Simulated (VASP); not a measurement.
# Os in VASP: a series of runs, part 2 of 2

VASP 6.6.1. Earlier steps stand in the parts before.

### Step 3. Single point, PBEsol

The input, INCAR:

```
PREC     = Accurate       # precision mode
ENCUT    = 520            # plane-wave cutoff, eV
EDIFF    = 1E-6           # SCF threshold, eV
ISMEAR   = 0              # smearing method
SIGMA    = 0.1            # smearing width, eV
LREAL    = False          # projectors in reciprocal space
LASPH    = True           # aspherical terms in the spheres
NELM     = 100            # most SCF steps
ALGO     = Normal         # electronic algorithm
ISIF     = 2              # what is computed and relaxed
LWAVE    = False          # write WAVECAR
LCHARG   = False          # write CHGCAR
GGA      = PS             # functional
NBANDS   = 10             # bands
ISYM     = 0
```

The input, KPOINTS:

```
regular mesh
0
Gamma
  12 12 17
```

The input, POSCAR:

```
Os
1.0
    2.8679135369     -0.0000000397     -0.0006273972
   -1.4339568027      2.4836860382      0.0000000000
    1.4335076616      0.8276360343      2.1500207035
Os
1
Direct
    0.0000000000      0.0000000000      0.0000000000
```

Potentials or basis: VASP PAW PBE potentials, release 64 (Os).

Run with:

```sh
$ cat potpaw_PBE.64/Os/POTCAR > POTCAR
$ mpirun -np 1 vasp_std > vasp.out
```

OUTCAR:

```text
PREC = Accurate
   ENCUT = 520
   EDIFF = 1E-6
   ISMEAR = 0
   LREAL = False
   LASPH = True
   NELM = 100
   ISIF = 2
   GGA = PS
   ISYM = 0

 ion  position               nearest neighbor table
   1  0.000  0.000  0.000-

IMPORTANT INFORMATION: All symmetrisations will be switched off!
NOSYMM: (Re-)initialisation of all symmetry stuff for point group C_1.

----------------------------------------------------------------------------------------

                                     Primitive cell

  volume of cell :      15.3176

  direct lattice vectors                    reciprocal lattice vectors
     2.867913537 -0.000000040 -0.000627397     0.348617751  0.201274552 -0.309917150
    -1.433956803  2.483686038  0.000000000    -0.000033894  0.402607810 -0.154958575
     1.433507662  0.827636034  2.150020704     0.000101730  0.000058734  0.465021363

  length of vectors
     2.867913606  2.867913605  2.713395409     0.508029942  0.431399131  0.465021378

  position of ions in fractional coordinates (direct lattice)
     0.000000000  0.000000000  0.000000000

  ion indices of the primitive-cell ions
   primitive index   ion index
                 1           1

----------------------------------------------------------------------------------------

 KPOINTS: regular mesh

Automatic generation of k-mesh.
 Grid dimensions read from file:
 generate k-points for:   12   12   17

 Generating k-lattice:

  Cartesian coordinates                     Fractional coordinates (reciprocal lattice)
     0.029051479  0.016772879 -0.025826429     0.083333333  0.000000000  0.000000000
    -0.000002824  0.033550651 -0.012913215     0.000000000  0.083333333  0.000000000
     0.000005984  0.000003455  0.027354198     0.000000000 -0.000000000  0.058823529

  Length of vectors
     0.042335828  0.035949928  0.027354199

  Shift w.r.t. Gamma in fractional coordinates (k-lattice)
     0.000000000  0.000000000  0.000000000

 Subroutine IBZKPT returns following result:
[... 69 lines left out ...]
     AMIX_MAG =   1.60;   BMIX_MAG =  1.00
  volume/ion in A,a.u.               =      15.32       103.37
  Fermi-wavevector in a.u.,A,eV,Ry     =   1.318383  2.491382 23.648740  1.738133
  Thomas-Fermi vector in A             =   2.448357
   LORBIT       =      0    0 simple, 1 ext, 2 COOP (PROOUT), +10 PAW based schemes
   GGA     = PS    functional components
   LHFCALC =     F    Hartree Fock is set to
   AEXX    =    0.0000 exact exchange contribution
   IVDW    =     0    specifies the selected vdW correction
   LEPSILON=     F    determine dielectric tensor
   LRPA    =     F    only Hartree local field effects (RPA)
 non-spin polarized calculation
 Gauss-broadening in eV      SIGMA  =   0.10
  energy-cutoff  :      520.00
  volume of cell :       15.32
 maximum number of plane-waves:       434
 NGX is ok and might be reduce to    24
   NGX = 11   NGY = 11   NGZ = 11

 number of electron       8.0000000 magnetization

 Free energy of the ion-electron system (eV)
  ---------------------------------------------------
  ext. energy  EPLUGINS =         0.00000000
  ---------------------------------------------------
  free energy    TOTEN  =       -11.84276059 eV

  energy without entropy =      -11.83797459  energy(sigma->0) =      -11.84036759

 E-fermi :   7.9159     XC(G=0): -13.6315

 val. band max:        7.9061754558   @ k =   0.0833  -0.0000   0.0588
 cond. band min:       7.9161914111   @ k =  -0.2500   0.4167  -0.2941
 fundamental gap:      0.0100159553
 Fermi energy:         7.9158946789

 k-point     1 :       0.0000    0.0000    0.0000
  band No.  band energies     occupation
      1      -2.1911      2.00000
      2       4.6884      2.00000
      3       4.6910      2.00000
      4       6.1808      2.00000
      5       8.0194      0.14313
      6       8.0266      0.11750
      7      22.1097      0.00000
      8      26.6697      0.00000
      9      26.6723      0.00000
     10      29.3772      0.00000
[... 287 lines left out ...]
 k-point    24 :       0.1667    0.1667   -0.0000
  band No.  band energies     occupation
      1       1.0363      2.00000
      2       3.6474      2.00000
      3       4.9910      2.00000
      4       6.9590      2.00000
      5       8.1554      0.00071
      6       9.3595      0.00000
      7      21.1642      0.00000
      8      25.3624      0.00000
      9      27.0212      0.00000
     10      29.0590      0.00000

 [... further k-points ...]
[... 5 lines left out ...]
  --------------------------------------------------------------------------------------
  -------------------------------------------------------------------------------------
  Total       -4.1292548     -4.1348361     -0.0452396      0.0048336     -0.0022072     -0.0038232
  in kB     -431.9091683   -432.4929597     -4.7319408      0.5055844     -0.2308652     -0.3998960
  external PRESSURE =    -289.7113563 kB  Pullay stress =       0.0000000 kB

 VOLUME and BASIS-vectors are now :
 -----------------------------------------------------------------------------
  energy-cutoff  :      520.00
  volume of cell :       15.32
      direct lattice vectors                 reciprocal lattice vectors
     2.867913537 -0.000000040 -0.000627397     0.348617751  0.201274552 -0.309917150
    -1.433956803  2.483686038  0.000000000    -0.000033894  0.402607810 -0.154958575
     1.433507662  0.827636034  2.150020704     0.000101730  0.000058734  0.465021363

 POSITION                                       TOTAL-FORCE (eV/Angst)
 -----------------------------------------------------------------------------------
      0.00000      0.00000      0.00000        -0.000000     -0.000000     -0.000000
 -----------------------------------------------------------------------------------
    total drift:                               -0.000000     -0.000000     -0.000000

  FREE ENERGIE OF THE ION-ELECTRON SYSTEM (eV)
  ---------------------------------------------------
  free  energy   TOTEN  =       -11.8427605939 eV

  energy  without entropy=      -11.8379745928  energy(sigma->0) =      -11.84036759
```

Run time: 64 s. Hardware: 1 thread of Intel Xeon Platinum 8488C (Sapphire Rapids), shared host; peak memory 0.31 GiB.

What came out:

```yaml
Free_energy: -11.8428 eV
Pressure: -29.0 GPa
Band_gap_on_the_k_mesh: zero (band 4 reaches 10.07 eV, above the bottom of band 5 at 6.39 eV)
```

Caveat: the PAW data sets were made with another functional, which shifts forces and pressure a little; spin-orbit coupling is left out, which moves the levels of the heavy elements.

### Step 4. Single point, PBEsol

This run uses another cell than the first one, of 14.62 Å³/atom, 0.955 times its volume.

The input, INCAR:

```
PREC = Accurate
ENCUT = 520
EDIFF = 1E-6
ISMEAR = 0
SIGMA = 0.1
LREAL = False
LASPH = True
NELM = 100
ALGO = Normal
ISIF = 2
LWAVE = False
LCHARG = True
GGA = PS
LELF = True
LVHAR = True
NBANDS = 10
ISYM = 0
```

The input, KPOINTS:

```
Automatic mesh
0
Gamma
  12 12 17
```

The input, POSCAR:

```
Os
1.0
    2.8679136055      0.0000000000      0.0000000000
   -1.4339568027      2.4836860382      0.0000000000
    1.4339568027      0.8278953461      2.0528729578
Os
1
Direct
    0.0000000000      0.0000000000      0.0000000000
```

Run with:

```sh
$ cat potpaw_PBE.64/Os/POTCAR > POTCAR
$ mpirun -np 1 vasp_std > vasp.out
```

Run time: 62 s. Hardware: 1 thread of Intel Xeon Platinum 8488C (Sapphire Rapids), shared host; peak memory 0.3 GiB.

It converged, with:

```
Free energy            : -11.7675 eV
Pressure               : -9.7 GPa
Band gap on the k mesh : zero (band 4 reaches 10.89 eV, above the bottom of band 5 at 6.84 eV)
```

Stress tensor (GPa, compression positive):
```
-32.60   0.00   0.01
  0.00 -32.60   0.00
  0.01   0.00  36.02
```

Levels at points of the mesh, in eV from the Fermi level:
```tsv
k point	band 2	band 3	band 4	band 5	band 6	band 7
(0.00, 0.00, 0.00)	-3.87	-3.87	-1.34	0.24	0.24	14.10
(0.50, 0.00, 0.00)	-6.61	1.73	2.25	2.54	3.44	10.35
(0.00, 0.50, 0.00)	-4.08	-1.60	-0.72	1.26	2.38	8.10
(0.50, 0.50, 0.00)	-4.08	-1.60	-0.72	1.26	2.38	8.10
```

Caveat: the PAW data sets were made with another functional, which shifts forces and pressure a little; spin-orbit coupling is left out, which moves the levels of the heavy elements.
